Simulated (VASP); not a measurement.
# Ga (I4_1/amd) in VASP: notebook

The runs below take Ga through single point, with PBEsol.

All numbers are computed with VASP 6.6.1; they aren't measurements. Logs are shortened: lines on timing, memory, paths and dates and some standing lists are left out, and cuts for length are marked.

## 1. The cell of the first run

It takes space group I4_1/amd (No. 141, tetragonal). Conventional cell: a = 4.107 Å, b = 4.107 Å, c = 2.152 Å, α = 90.00°, β = 90.00°, γ = 90.00°. Within 2.8 Å of Ga (site symmetry -4m2) lie 10 Ga at 2.12 to 2.61 Å.

## 2. Single point, PBEsol

Input file INCAR:

```
PREC = Accurate ; ENCUT = 520
EDIFF = 1E-6 ; ISMEAR = -1
SIGMA = 0.05 ; LREAL = False
LASPH = True ; NELM = 80
ALGO = Normal ; ISIF = 2
LWAVE = False ; LCHARG = False
GGA = PS ; NBANDS = 20
```

Input file KPOINTS:

```
Automatic mesh
0
Gamma
  19 19 19
```

Input file POSCAR:

```
Ga
1.0
   -2.0537021465      2.0537021465      1.0760027091
    2.0537021465     -2.0537021465      1.0760027091
    2.0537021465      2.0537021465     -1.0760027091
Ga
2
Direct
   -0.3750000000     -0.1250000000     -0.2500000000
    0.3750000000      0.1250000000      0.2500000000
```

Potentials or basis: VASP PAW PBE potentials, release 64 (Ga_d).

Started as:

```console
cat potpaw_PBE.64/Ga_d/POTCAR > POTCAR
mpirun -np 1 vasp_std > vasp.out
```

OUTCAR:

```text
PREC = Accurate
   ENCUT = 520
   EDIFF = 1E-6
   ISMEAR = -1
   LREAL = False
   LASPH = True
   NELM = 80
   ISIF = 2
   GGA = PS

 ion  position               nearest neighbor table
   1  0.625  0.875  0.750-   2 2.12   2 2.12   2 2.12   2 2.12   2 2.61   2 2.61   2 2.61   2 2.61

   2  0.375  0.125  0.250-   1 2.12   1 2.12   1 2.12   1 2.12   1 2.61   1 2.61   1 2.61   1 2.61

  LATTYP: Found a body centered tetragonal cell.
 ALAT       =     4.1074042930
 C/A-ratio  =     0.5239331862

  Lattice vectors:

 A1 = (  -2.0537021465,   2.0537021465,   1.0760027091)
 A2 = (   2.0537021465,  -2.0537021465,   1.0760027091)
 A3 = (   2.0537021465,   2.0537021465,  -1.0760027091)

Analysis of symmetry for initial positions (statically):
=====================================================================
 Subroutine PRICEL returns:
 Original cell was already a primitive cell.

 Routine SETGRP: Setting up the symmetry group for a
 body centered tetragonal supercell.

 Subroutine GETGRP returns: Found 16 space group operations
 (whereof  4 operations were pure point group operations)
 out of a pool of 16 trial point group operations.

The static configuration has the point symmetry C_2h.
 The point group associated with its full space group is D_4h.

Analysis of symmetry for dynamics (positions and initial velocities):
=====================================================================
 Subroutine PRICEL returns:
 Original cell was already a primitive cell.

 Routine SETGRP: Setting up the symmetry group for a
 body centered tetragonal supercell.

 Subroutine GETGRP returns: Found 16 space group operations
 (whereof  4 operations were pure point group operations)
 out of a pool of 16 trial point group operations.

The dynamic configuration has the point symmetry C_2h.
 The point group associated with its full space group is D_4h.

 Subroutine INISYM returns: Found 16 space group operations
 (whereof  4 operations are pure point group operations),
 and found     1 'primitive' translations

----------------------------------------------------------------------------------------

                                     Primitive cell

  volume of cell :      18.1530

  direct lattice vectors                    reciprocal lattice vectors
    -2.053702147  2.053702147  1.076002709     0.000000000  0.243462764  0.464682845
     2.053702147 -2.053702147  1.076002709     0.243462764  0.000000000  0.464682845
     2.053702147  2.053702147 -1.076002709     0.243462764  0.243462764  0.000000000

  length of vectors
     3.097283785  3.097283785  3.097283785     0.524599146  0.524599146  0.344308342

  position of ions in fractional coordinates (direct lattice)
     0.625000000  0.875000000  0.750000000
     0.375000000  0.125000000  0.250000000

  ion indices of the primitive-cell ions
   primitive index   ion index
                 1           1
                 2           2

----------------------------------------------------------------------------------------

 KPOINTS: Automatic mesh

Automatic generation of k-mesh.
 Grid dimensions read from file:
 generate k-points for:   19   19   19

 Generating k-lattice:

  Cartesian coordinates                     Fractional coordinates (reciprocal lattice)
     0.000000000  0.012813830  0.024456992     0.052631579  0.000000000  0.000000000
     0.012813830  0.000000000  0.024456992     0.000000000  0.052631579  0.000000000
     0.012813830  0.012813830  0.000000000     0.000000000  0.000000000  0.052631579

  Length of vectors
     0.027610481  0.027610481  0.018121492

  Shift w.r.t. Gamma in fractional coordinates (k-lattice)
     0.000000000  0.000000000  0.000000000

 Subroutine IBZKPT returns following result:
 ===========================================

 Found    550 irreducible k-points:

 Following reciprocal coordinates:
            Coordinates               Weight
  0.000000  0.000000  0.000000      1.000000
  0.052632  0.000000 -0.000000      8.000000
  0.105263  0.000000 -0.000000      8.000000
  0.157895  0.000000  0.000000      8.000000
  0.210526  0.000000  0.000000      8.000000
  0.263158  0.000000  0.000000      8.000000
[... 16 lines left out ...]
 -0.315789  0.052632  0.000000     16.000000
 -0.263158  0.052632  0.000000     16.000000
 [... further k-points ...]
   k-points           NKPTS =    550   k-points in BZ     NKDIM =    550   number of bands    NBANDS=     20
   number of dos      NEDOS =    301   number of ions     NIONS =      2
   total plane-waves  NPLWV =  13824
   dimension x,y,z NGX =    24 NGY =   24 NGZ =   24
   dimension x,y,z NGXF=    48 NGYF=   48 NGZF=   48
   ions per type =               2
   NGX,Y,Z   is equivalent  to a cutoff of  12.88, 12.88, 12.88 a.u.
   NGXF,Y,Z  is equivalent  to a cutoff of  25.76, 25.76, 25.76 a.u.
 SYSTEM =  unknown system
   PREC   = accura    normal or accurate (medium, high low for compatibility)
   ISTART =      0    job   : 0-new  1-cont  2-samecut
   ICHARG =      2    charge: 1-file 2-atom 10-const
   ISPIN  =      1    spin polarized calculation?
   LNONCOLLINEAR =      F non collinear calculations
   LSORBIT =      F    spin-orbit coupling
   LASPH  =      T    aspherical Exc in radial PAW
   ENCUT  =  520.0 eV  38.22 Ry    6.18 a.u.   5.76  5.76  5.76*2*pi/ulx,y,z
   NELM   =     80;   NELMIN=  2; NELMDL= -5     # of ELM steps
   EDIFF  = 0.1E-05   stopping-criterion for ELM
   LREAL  =      F    real-space projection
   EDIFFG = 0.1E-04   stopping-criterion for IOM
   NSW    =      0    number of steps for IOM
   IBRION =     -1    ionic relax: 0-MD 1-quasi-New 2-CG
   NFREE  =      0    steps in history (QN), initial steepest desc. (CG)
   ISIF   =      2    stress and relaxation
   ISYM   =      2    0-nonsym 1-usesym 2-fastsym
   POTIM  = 0.5000    time-step for ionic-motion
   TEBEG  =    0.0;   TEEND  =   0.0 temperature during run
   PSTRESS=    0.0 pullay stress
   NELECT =      26.0000    total number of electrons
   NUPDOWN=      -1.0000    fix difference up-down
   EMIN   =  10.00;   EMAX   =-10.00  energy-range for DOS
   EFERMI =   0.00;   METHOD = LEGACY
   ISMEAR =    -1;   SIGMA  =   0.05  broadening in eV -4-tet -1-fermi 0-gaus
   EFERMI_NEDOS =   21; number of points for ismear=-14 and -15
   IALGO  =     38    algorithm
   IMIX   =      4    mixing-type and parameters
     AMIX     =   0.40;   BMIX     =  1.00
     AMIX_MAG =   1.60;   BMIX_MAG =  1.00
  volume/ion in A,a.u.               =       9.08        61.25
  Fermi-wavevector in a.u.,A,eV,Ry     =   1.845369  3.487242 46.333093  3.405386
  Thomas-Fermi vector in A             =   2.896646
   LORBIT       =      0    0 simple, 1 ext, 2 COOP (PROOUT), +10 PAW based schemes
   GGA     = PS    functional components
   LHFCALC =     F    Hartree Fock is set to
   AEXX    =    0.0000 exact exchange contribution
   IVDW    =     0    specifies the selected vdW correction
   LEPSILON=     F    determine dielectric tensor
   LRPA    =     F    only Hartree local field effects (RPA)
 non-spin polarized calculation
  energy-cutoff  :      520.00
  volume of cell :       18.15
 maximum number of plane-waves:       501
   NGX = 11   NGY = 11   NGZ = 11

 number of electron      26.0000008 magnetization

 Free energy of the ion-electron system (eV)
  ---------------------------------------------------
  ext. energy  EPLUGINS =         0.00000000
  ---------------------------------------------------
  free energy    TOTEN  =         0.33101154 eV

  energy without entropy =        0.33592826  energy(sigma->0) =        0.33346990

 E-fermi :  14.9732     XC(G=0): -15.4080

 val. band max:       14.9711751929   @ k =   0.2632   0.1579   0.0526
 cond. band min:      14.9817301681   @ k =   0.3158   0.2632   0.1053
 fundamental gap:      0.0105549752
 Fermi energy:        14.9731969005

 k-point     1 :       0.0000    0.0000    0.0000
  band No.  band energies     occupation
      1      -3.6336      2.00000
      2      -3.1075      2.00000
      3      -3.0336      2.00000
      4      -2.7452      2.00000
      5      -2.6326      2.00000
      6      -1.1312      2.00000
[... 12 lines left out ...]
     19      37.0773      0.00000
     20      37.3579      0.00000

 k-point     2 :       0.0526    0.0000   -0.0000
  band No.  band energies     occupation
      1      -3.5094      2.00000
      2      -3.0816      2.00000
      3      -3.0292      2.00000
      4      -2.6831      2.00000
      5      -2.6016      2.00000
      6      -1.2181      2.00000
[... 12 lines left out ...]
     19      35.3840      0.00000
     20      35.6362      0.00000

 k-point     3 :       0.1053    0.0000   -0.0000
  band No.  band energies     occupation
      1      -3.1559      2.00000
      2      -3.0070      2.00000
      3      -2.9988      2.00000
      4      -2.5214      2.00000
      5      -2.5017      2.00000
      6      -1.3752      2.00000
[... 12 lines left out ...]
     19      32.8736      0.00000
     20      33.2299      0.00000

 k-point     4 :       0.1579    0.0000    0.0000
  band No.  band energies     occupation
      1      -2.9601      2.00000
      2      -2.8929      2.00000
      3      -2.6758      2.00000
      4      -2.2907      2.00000
      5      -2.2611      2.00000
      6      -1.5744      2.00000
[... 12 lines left out ...]
     19      30.9753      0.00000
     20      32.5959      0.00000

 k-point     5 :       0.2105    0.0000    0.0000
  band No.  band energies     occupation
      1      -2.8860      2.00000
      2      -2.7584      2.00000
      3      -2.4927      2.00000
      4      -2.0230      2.00000
      5      -1.7859      2.00000
      6      -1.7423      2.00000
[... 12 lines left out ...]
     19      29.1123      0.00000
     20      32.1551      0.00000
[... 353 lines left out ...]
      6      -1.6123      2.00000
[... 12 lines left out ...]
     19      29.8975      0.00000
     20      31.2451      0.00000

 k-point    22 :      -0.3684    0.0526   -0.0000
  band No.  band energies     occupation
      1      -2.7733      2.00000
      2      -2.6158      2.00000
      3      -2.4871      2.00000
      4      -2.1448      2.00000
      5      -1.9249      2.00000
      6      -1.5309      2.00000
[... 12 lines left out ...]
     19      28.6716      0.00000
     20      31.2291      0.00000

 k-point    23 :      -0.3158    0.0526    0.0000
  band No.  band energies     occupation
      1      -2.7881      2.00000
      2      -2.5994      2.00000
      3      -2.5003      2.00000
      4      -2.0050      2.00000
      5      -1.8871      2.00000
      6      -1.5694      2.00000
[... 12 lines left out ...]
     19      28.0971      0.00000
     20      32.0432      0.00000

 k-point    24 :      -0.2632    0.0526    0.0000
  band No.  band energies     occupation
      1      -2.8533      2.00000
      2      -2.7026      2.00000
      3      -2.4837      2.00000
      4      -2.0660      2.00000
      5      -1.7749      2.00000
      6      -1.7223      2.00000
[... 12 lines left out ...]
     19      29.4713      0.00000
     20      32.9872      0.00000

 [... further k-points ...]
[... 5 lines left out ...]
  --------------------------------------------------------------------------------------
  -------------------------------------------------------------------------------------
  Total       26.2926401     26.2926401     26.2654448      0.0000000      0.0000000      0.0000000
  in kB     2320.5798114   2320.5798114   2318.1795635      0.0000000      0.0000000      0.0000000
  external PRESSURE =    2319.7797288 kB  Pullay stress =       0.0000000 kB

 VOLUME and BASIS-vectors are now :
 -----------------------------------------------------------------------------
  energy-cutoff  :      520.00
  volume of cell :       18.15
      direct lattice vectors                 reciprocal lattice vectors
    -2.053702147  2.053702147  1.076002709     0.000000000  0.243462764  0.464682845
     2.053702147 -2.053702147  1.076002709     0.243462764  0.000000000  0.464682845
     2.053702147  2.053702147 -1.076002709     0.243462764  0.243462764  0.000000000

 POSITION                                       TOTAL-FORCE (eV/Angst)
 -----------------------------------------------------------------------------------
      2.05370      1.02685      0.80700         0.000000     -0.000000      0.000000
      0.00000      1.02685      0.26900        -0.000000      0.000000     -0.000000
 -----------------------------------------------------------------------------------
    total drift:                               -0.000000      0.000000      0.000000

  FREE ENERGIE OF THE ION-ELECTRON SYSTEM (eV)
  ---------------------------------------------------
  free  energy   TOTEN  =         0.3310115369 eV

  energy  without entropy=        0.3359282550  energy(sigma->0) =        0.33346990
```

Wall time 55 s (1 thread of Intel Xeon 6975P-C (Granite Rapids), shared host); peak memory 0.27 GiB.

What came out:

* Free energy: 0.3310 eV
* Pressure: 232.0 GPa
* Band gap on the k mesh: zero (bands 13 and 14 overlap by 11.76 eV)

Levels at points of the mesh, in eV from the Fermi level:
| k point | band 9 | band 10 | band 11 | band 12 | band 13 | band 14 | band 15 | band 16 | band 17 | band 18 |
| --- | --- | --- | --- | --- | --- | --- | --- | --- | --- | --- |
| (0.00, 0.00, 0.00) | -16.08 | -15.65 | -15.22 | -1.98 | -1.98 | 3.86 | 4.36 | 16.21 | 16.21 | 19.98 |

Caveat: the cell stands under pressure; the PAW data sets were made with another functional, which shifts forces and pressure a little.

## 3. Single point, PBEsol

Input file INCAR:

```
PREC = Accurate
ENCUT = 520
EDIFF = 1E-6
ISMEAR = -1
SIGMA = 0.05
LREAL = False
LASPH = True
NELM = 80
ALGO = Normal
ISIF = 2
LWAVE = False
LCHARG = False
GGA = PS
NBANDS = 20
```

Input file KPOINTS:

```
regular mesh
0
Gamma
  19 19 19
```

Input file POSCAR:

```
Ga
1.0
   -2.0540041909      2.0540041909      1.0760409215
    2.0540041909     -2.0540041909      1.0760409215
    2.0540041909      2.0540041909     -1.0760409215
Ga
2
Direct
   -0.3750000000     -0.1250000000     -0.2500000000
    0.3750000000      0.1250000000      0.2500000000
```

Potentials or basis: VASP PAW PBE potentials, release 64 (Ga_d).

Started as:

```console
cat potpaw_PBE.64/Ga_d/POTCAR > POTCAR
mpirun -np 1 vasp_std > vasp.out
```

Run time: 54 s. Hardware: 1 thread of Intel Xeon 6975P-C (Granite Rapids), shared host; peak memory 0.27 GiB.

Results (log left out):

```yaml
Free_energy: 0.3224 eV
Pressure: 231.7 GPa
Band_gap_on_the_k_mesh: zero (bands 13 and 14 overlap by 11.76 eV)
```

Stress tensor (GPa, compression positive):
```
231.74   0.00   0.00
  0.00 231.74   0.00
  0.00   0.00 231.59
```

Levels at points of the mesh, in eV from the Fermi level:
```tsv
k point	band 10	band 11	band 12	band 13	band 14	band 15	band 16	band 17
(0.00, 0.00, 0.00)	-15.65	-15.22	-1.98	-1.98	3.86	4.36	16.20	16.20
```

Caveat: the cell stands under pressure; the PAW data sets were made with another functional, which shifts forces and pressure a little.
